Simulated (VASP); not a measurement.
# InP (F-43m) in VASP: a series of runs

InP is run at these levels: HSE06; tasks: single point.

All numbers are computed with VASP 6.6.1; they aren't measurements. Logs are shortened: lines on timing, memory, paths and dates and some standing lists are left out, and cuts for length are marked.

**1. The cell of the first run**

The structure is cubic, space group F-43m (No. 216). Conventional cell: a = 5.789 Å, b = 5.789 Å, c = 5.789 Å, α = 90.00°, β = 90.00°, γ = 90.00°. Within 3.3 Å of In (site symmetry -43m) lie 4 P at 2.51 Å. P (site symmetry -43m) has 4 In at 2.51 Å within 3.3 Å.

**2. Single point, HSE06 (strain -2.0%)**

The input, POSCAR:

```
InP
1.0
    0.0000000000      2.8947118821      2.8947118821
    2.8947118821      0.0000000000      2.8947118821
    2.8947118821      2.8947118821      0.0000000000
In P
1 1
Direct
    0.0000000000      0.0000000000      0.0000000000
    0.2500000000      0.2500000000      0.2500000000
```

The input, INCAR.step1:

```
  PREC = Accurate
  ENCUT = 520
  EDIFF = 1E-5
  ISMEAR = 0
  SIGMA = 0.01
  LREAL = False
  LASPH = True
  NELM = 80
  ALGO = Normal
  ISIF = 2
  LWAVE = True
  NBANDS = 16
  GGA = PE
```

The input, INCAR.step2:

```
  PREC = Accurate
  ENCUT = 520
  EDIFF = 1E-7
  ISMEAR = 0
  SIGMA = 0.01
  LREAL = False
  LASPH = True
  NELM = 80
  ALGO = Normal
  ISIF = 2
  LWAVE = False
  LCHARG = True
  GGA = PE
  LHFCALC = True
  HFSCREEN = 0.2079
  PRECFOCK = Normal
  LELF = True
  LVHAR = True
  NBANDS = 16
  ISTART = 1
```

The input, KPOINTS:

```
regular mesh
0
Gamma
  6 6 6
```

Potentials or basis: VASP PAW PBE potentials, release 64 (In_d, P).

The run is started by

```sh
$ cat potpaw_PBE.64/In_d/POTCAR potpaw_PBE.64/P/POTCAR > POTCAR
$ cp INCAR.step1 INCAR
$ mpirun -np 1 vasp_std > vasp.out
$ cp INCAR.step2 INCAR
$ mpirun -np 1 vasp_std > vasp.out
```

OUTCAR:

```text
PREC = Accurate
   ENCUT = 520
   EDIFF = 1E-7
   ISMEAR = 0
   LREAL = False
   LASPH = True
   NELM = 80
   ISIF = 2
   GGA = PE
   LHFCALC = True
   HFSCREEN = 0.2079
   PRECFOCK = Normal
   ISTART = 1

 ion  position               nearest neighbor table
   1  0.000  0.000  0.000-   2 2.51   2 2.51   2 2.51   2 2.51
   2  0.250  0.250  0.250-   1 2.51   1 2.51   1 2.51   1 2.51

  LATTYP: Found a face centered cubic cell.
 ALAT       =     5.7894237642

  Lattice vectors:

 A1 = (   0.0000000000,   2.8947118821,   2.8947118821)
 A2 = (   2.8947118821,   0.0000000000,   2.8947118821)
 A3 = (   2.8947118821,   2.8947118821,   0.0000000000)

Analysis of symmetry for initial positions (statically):
=====================================================================
 Subroutine PRICEL returns:
 Original cell was already a primitive cell.

 Routine SETGRP: Setting up the symmetry group for a
 face centered cubic supercell.

 Subroutine GETGRP returns: Found 24 space group operations
 (whereof 24 operations were pure point group operations)
 out of a pool of 48 trial point group operations.

The static configuration has the point symmetry T_d .

Analysis of symmetry for dynamics (positions and initial velocities):
=====================================================================
 Subroutine PRICEL returns:
 Original cell was already a primitive cell.

 Routine SETGRP: Setting up the symmetry group for a
 face centered cubic supercell.

 Subroutine GETGRP returns: Found 24 space group operations
 (whereof 24 operations were pure point group operations)
 out of a pool of 48 trial point group operations.

The dynamic configuration has the point symmetry T_d .

 Subroutine INISYM returns: Found 24 space group operations
 (whereof 24 operations are pure point group operations),
 and found     1 'primitive' translations

----------------------------------------------------------------------------------------

                                     Primitive cell

  volume of cell :      48.5116

  direct lattice vectors                    reciprocal lattice vectors
     0.000000000  2.894711882  2.894711882    -0.172728762  0.172728762  0.172728762
     2.894711882  0.000000000  2.894711882     0.172728762 -0.172728762  0.172728762
     2.894711882  2.894711882  0.000000000     0.172728762  0.172728762 -0.172728762

  length of vectors
[... 80 lines left out ...]
   ISYM   =      3    0-nonsym 1-usesym 2-fastsym
   POTIM  = 0.5000    time-step for ionic-motion
   TEBEG  =    0.0;   TEEND  =   0.0 temperature during run
   PSTRESS=    0.0 pullay stress
   NELECT =      18.0000    total number of electrons
   NUPDOWN=      -1.0000    fix difference up-down
   EMIN   =  10.00;   EMAX   =-10.00  energy-range for DOS
   EFERMI =   0.00;   METHOD = LEGACY
   ISMEAR =     0;   SIGMA  =   0.01  broadening in eV -4-tet -1-fermi 0-gaus
   EFERMI_NEDOS =   21; number of points for ismear=-14 and -15
   IALGO  =     38    algorithm
   IMIX   =      1    mixing-type and parameters
     AMIX     =   0.40;   BMIX     =  1.00
     AMIX_MAG =   1.60;   BMIX_MAG =  1.00
  volume/ion in A,a.u.               =      24.26       163.69
  Fermi-wavevector in a.u.,A,eV,Ry     =   1.176387  2.223050 18.828926  1.383887
  Thomas-Fermi vector in A             =   2.312752
   LORBIT       =      0    0 simple, 1 ext, 2 COOP (PROOUT), +10 PAW based schemes
   GGA     = PE    functional components
   LHFCALC =     T    Hartree Fock is set to
   PRECFOCK=normal    Normal, Fast or Accurate (Low or Medium for compatibility)
   ENCUT4O =  -1.0   cutoff for four orbital integrals eV
   NKREDX  =     1    reduce k-point grid by
   NKREDY  =     1    reduce k-point grid by
   NKREDZ  =     1    reduce k-point grid by
   AEXX    =    0.2500 exact exchange contribution
   HFSCREEN=    0.2079 screening length (either q_TF or 0.3 A-1)
   HFSCREENC=   0.2079 screening length for correlation (either q_TF or 0.3 A-1)
   ENCUTFOCK=  -1.0 apply spherical cutoff to Coloumb kernel
   IVDW    =     0    specifies the selected vdW correction
   LEPSILON=     F    determine dielectric tensor
   LRPA    =     F    only Hartree local field effects (RPA)
 non-spin polarized calculation
 Gauss-broadening in eV      SIGMA  =   0.01
  energy-cutoff  :      520.00
  volume of cell :       48.51
 maximum number of plane-waves:      1315
  NGX = 24; NGY = 24; NGZ = 24

 number of electron      18.0000008 magnetization

 Free energy of the ion-electron system (eV)
  ---------------------------------------------------
  ext. energy  EPLUGINS =         0.00000000
  ---------------------------------------------------
  free energy    TOTEN  =        -9.94809362 eV

  energy without entropy =       -9.94809362  energy(sigma->0) =       -9.94809362

 E-fermi :   5.2292     XC(G=0):  -7.8590

 val. band max:        5.1761964562   @ k =   0.0000   0.0000   0.0000
 cond. band min:       6.8987239847   @ k =   0.0000   0.0000   0.0000
 fundamental gap:      1.7225275286
 Fermi energy:         5.2291613624

 k-point     1 :       0.0000    0.0000    0.0000
  band No.  band energies     occupation
      1     -10.7738      2.00000
      2     -10.7738      2.00000
      3     -10.7738      2.00000
      4     -10.5922      2.00000
      5     -10.5922      2.00000
      6      -7.8415      2.00000
[... 281 lines left out ...]
      3     -10.6621      2.00000
      4     -10.6260      2.00000
      5     -10.5686      2.00000
      6      -5.0048      2.00000
[... 8 lines left out ...]
     15      17.8636      0.00000
     16      18.6061      0.00000

------------------------ aborting loop because EDIFF is reached ----------------------------------------

  FORCE on cell =-STRESS in cart. coord.  units (eV):
  Direction    XX          YY          ZZ          XY          YZ          ZX
  --------------------------------------------------------------------------------------
  -------------------------------------------------------------------------------------
  Total        1.3381000      1.3381000      1.3381000      0.0000000     -0.0000000     -0.0000000
  in kB       44.1929633     44.1929633     44.1929633      0.0000000     -0.0000000     -0.0000000
  external PRESSURE =      44.1929633 kB  Pullay stress =       0.0000000 kB

 VOLUME and BASIS-vectors are now :
 -----------------------------------------------------------------------------
  energy-cutoff  :      520.00
  volume of cell :       48.51
      direct lattice vectors                 reciprocal lattice vectors
     0.000000000  2.894711882  2.894711882    -0.172728762  0.172728762  0.172728762
     2.894711882  0.000000000  2.894711882     0.172728762 -0.172728762  0.172728762
     2.894711882  2.894711882  0.000000000     0.172728762  0.172728762 -0.172728762

 POSITION                                       TOTAL-FORCE (eV/Angst)
 -----------------------------------------------------------------------------------
      0.00000      0.00000      0.00000        -0.000000     -0.000000     -0.000000
      1.44736      1.44736      1.44736         0.000000      0.000000      0.000000
 -----------------------------------------------------------------------------------
    total drift:                                0.000015      0.000017      0.000009

  FREE ENERGIE OF THE ION-ELECTRON SYSTEM (eV)
  ---------------------------------------------------
  free  energy   TOTEN  =        -9.9480936213 eV

  energy  without entropy=       -9.9480936213  energy(sigma->0) =       -9.94809362
```

OSZICAR.step1:

```text
N       E                     dE             d eps       ncg     rms          rms(c)
DAV:   1     0.113884238958E+03    0.11388E+03   -0.86541E+03   512   0.128E+03
DAV:   2    -0.768485625994E+00   -0.11465E+03   -0.10949E+03   568   0.304E+02
DAV:   3    -0.855028367862E+01   -0.77818E+01   -0.77450E+01   680   0.777E+01
DAV:   4    -0.875078455942E+01   -0.20050E+00   -0.20043E+00   656   0.133E+01
DAV:   5    -0.875963972132E+01   -0.88552E-02   -0.88550E-02   768   0.244E+00    0.607E+00
DAV:   6    -0.834926202397E+01    0.41038E+00   -0.62183E-01   808   0.134E+01    0.362E+00
DAV:   7    -0.831476561701E+01    0.34496E-01   -0.17570E-01   768   0.352E+00    0.129E+00
DAV:   8    -0.831507158326E+01   -0.30597E-03   -0.17778E-02   648   0.159E+00    0.383E-01
DAV:   9    -0.831566686777E+01   -0.59528E-03   -0.13204E-03   608   0.369E-01    0.173E-01
DAV:  10    -0.831583486777E+01   -0.16800E-03   -0.30092E-04   752   0.265E-01    0.109E-01
DAV:  11    -0.831591038077E+01   -0.75513E-04   -0.13561E-04   576   0.115E-01    0.485E-02
DAV:  12    -0.831590940133E+01    0.97945E-06   -0.84506E-06   432   0.259E-02
   1 F= -.83159094E+01 E0= -.83159094E+01  d E =-.147177E-58
```

Wall time 1.6 h (1 thread of Intel Xeon 8259CL, shared host); peak memory 0.3 GiB.

Results:

| Property | Result |
| --- | --- |
| Free energy | -9.9481 eV |
| Pressure | 4.4 GPa |
| Band gap on the k mesh | 1.72 eV |

Levels at points of the mesh, in eV from the valence-band top:
| k point | band 6 | band 7 | band 8 | band 9 | band 10 | band 11 | band 12 | band 13 |
| --- | --- | --- | --- | --- | --- | --- | --- | --- |
| (0.00, 0.00, 0.00) | -13.02 | 0.00 | 0.00 | 0.00 | 1.72 | 4.92 | 4.92 | 4.92 |
| (0.50, 0.00, 0.00) | -11.01 | -6.47 | -1.12 | -1.12 | 2.36 | 5.66 | 5.66 | 8.10 |
| (0.50, 0.50, 0.00) | -10.25 | -6.42 | -2.68 | -2.68 | 2.30 | 2.99 | 10.69 | 11.18 |

Caveat: the cell differs from its parent crystal (strain -2.0%); the cell stands under pressure; the PAW data sets were made with another functional, which shifts forces and pressure a little; spin-orbit coupling is left out, which moves the levels of the heavy elements.

**3. Single point, HSE06 (strain -4.0%)**

The input, POSCAR:

```
InP
1.0
    0.0000000000      2.8356361294      2.8356361294
    2.8356361294      0.0000000000      2.8356361294
    2.8356361294      2.8356361294      0.0000000000
In P
1 1
Direct
    0.0000000000      0.0000000000      0.0000000000
    0.2500000000      0.2500000000      0.2500000000
```

The input, INCAR.step1:

```
PREC = Accurate
ENCUT = 520
EDIFF = 1E-5
ISMEAR = 0
SIGMA = 0.01
LREAL = F
LASPH = T
NELM = 80
ALGO = Normal
ISIF = 2
LWAVE = T
LCHARG = F
NBANDS = 16
GGA = PE
```

The input, INCAR.step2:

```
PREC = Accurate
ENCUT = 520
EDIFF = 1E-7
ISMEAR = 0
SIGMA = 0.01
LREAL = F
LASPH = T
NELM = 80
ALGO = Normal
ISIF = 2
LWAVE = F
LCHARG = F
GGA = PE
LHFCALC = T
HFSCREEN = 0.2079
PRECFOCK = Normal
NBANDS = 16
ISTART = 1
```

The input, KPOINTS:

```
Automatic mesh
0
Gamma
  6 6 6
```

Potentials or basis: VASP PAW PBE potentials, release 64 (In_d, P).

The run is started by

```sh
$ cat potpaw_PBE.64/In_d/POTCAR potpaw_PBE.64/P/POTCAR > POTCAR
$ cp INCAR.step1 INCAR
$ mpirun -np 1 vasp_std > vasp.out
$ cp INCAR.step2 INCAR
$ mpirun -np 1 vasp_std > vasp.out
```

Wall time 32 min (1 thread of Intel Xeon Platinum 8259CL at 2.50GHz (Skylake/Cascade Lake), shared host); peak memory 0.29 GiB.

Results (log left out):

```yaml
Free_energy: -9.8130 eV
Pressure: 10.6 GPa
Band_gap_on_the_k_mesh: 2.09 eV
```

Levels at points of the mesh, in eV from the valence-band top:
```tsv
k point	band 5	band 6	band 7	band 8	band 9	band 10	band 11	band 12	band 13	band 14
(0.00, 0.00, 0.00)	-15.88	-13.52	0.00	0.00	0.00	2.09	4.91	4.91	4.91	10.12
(0.50, 0.00, 0.00)	-15.86	-11.27	-6.87	-1.23	-1.23	2.53	5.66	5.66	8.19	11.15
(0.50, 0.50, 0.00)	-15.83	-10.43	-6.74	-2.92	-2.92	2.18	2.96	11.15	11.62	11.62
```

Caveat: the cell differs from its parent crystal (strain -4.0%); the cell stands under pressure; the PAW data sets were made with another functional, which shifts forces and pressure a little; spin-orbit coupling is left out, which moves the levels of the heavy elements.

**4. Single point, HSE06 (strain +3.0%)**

The input, POSCAR:

```
InP
1.0
    0.0000000000      3.0424012639      3.0424012639
    3.0424012639      0.0000000000      3.0424012639
    3.0424012639      3.0424012639      0.0000000000
In P
1 1
Direct
    0.0000000000      0.0000000000      0.0000000000
    0.2500000000      0.2500000000      0.2500000000
```

The input, INCAR.step1:

```
PREC = Accurate ; ENCUT = 520
EDIFF = 1E-5 ; ISMEAR = -1
SIGMA = 0.02 ; LREAL = F
LASPH = T ; NELM = 80
ALGO = Normal ; ISIF = 2
LWAVE = T ; LCHARG = F
GGA = PE ; NBANDS = 16
```

The input, INCAR.step2:

```
PREC = Accurate ; ENCUT = 520
EDIFF = 1E-6 ; ISMEAR = -1
SIGMA = 0.02 ; LREAL = F
LASPH = T ; NELM = 80
ALGO = Normal ; ISIF = 2
LWAVE = F ; LCHARG = F
GGA = PE ; LHFCALC = T
HFSCREEN = 0.2079 ; PRECFOCK = Normal
ISTART = 1 ; NBANDS = 16
```

KPOINTS is that of step 3.

The run is started by

```sh
$ cat potpaw_PBE.64/In_d/POTCAR potpaw_PBE.64/P/POTCAR > POTCAR
$ cp INCAR.step1 INCAR
$ mpirun -np 1 vasp_std > vasp.out
$ cp INCAR.step2 INCAR
$ mpirun -np 1 vasp_std > vasp.out
```

Wall time 32 min (1 thread of Oxide Virtual Turin-like, shared host); peak memory 0.27 GiB.

It converged, with:

| Property | Result |
| --- | --- |
| Free energy | -9.8979 eV |
| Pressure | -5.3 GPa |
| Band gap on the k mesh | 0.80 eV |

Levels at points of the mesh, in eV from the valence-band top:
```
           k point  band 5  band 6  band 7  band 8  band 9  band 10  band 11  band 12  band 13  band 14
(0.00, 0.00, 0.00)  -15.64  -11.99    0.00    0.00    0.00     0.80     4.87     4.87     4.87     9.01
(0.50, 0.00, 0.00)  -15.63  -10.48   -5.66   -0.90   -0.90     1.93     5.60     5.60     7.75    10.00
(0.50, 0.50, 0.00)  -15.62   -9.90   -5.76   -2.16   -2.16     2.52     2.94     9.66    10.09    10.09
```

Caveat: the cell differs from its parent crystal (strain +3.0%); the cell stands under tension; the PAW data sets were made with another functional, which shifts forces and pressure a little; spin-orbit coupling is left out, which moves the levels of the heavy elements.

**5. Summary**

| cell | smearing | gap on the mesh (eV) | pressure (GPa) |
| --- | --- | --- | --- |
| a = 4.094 Å, angles 60.0°, 2 atoms | gaussian 0.01 eV | 1.72 | 4.4 |
| a = 4.010 Å, angles 60.0°, 2 atoms | gaussian 0.01 eV | 2.09 | 10.6 |
| a = 4.303 Å, angles 60.0°, 2 atoms | fermi-dirac 0.02 eV | 0.80 | -5.3 |

Alike in all rows: task single point; level HSE06; potentials or basis VASP PAW PBE potentials, release 64 (In_d, P); no spin polarisation; k mesh 6 × 6 × 6; cutoff (eV) 520.

Caveats: the PAW data sets were made with another functional, which shifts forces and pressure a little; spin-orbit coupling is left out, which moves the levels of the heavy elements; the cell stands under pressure (at least some runs); the cell stands under tension (at least some runs).

Total energies depend on the potentials used, so only differences within one code and one set of settings carry meaning.
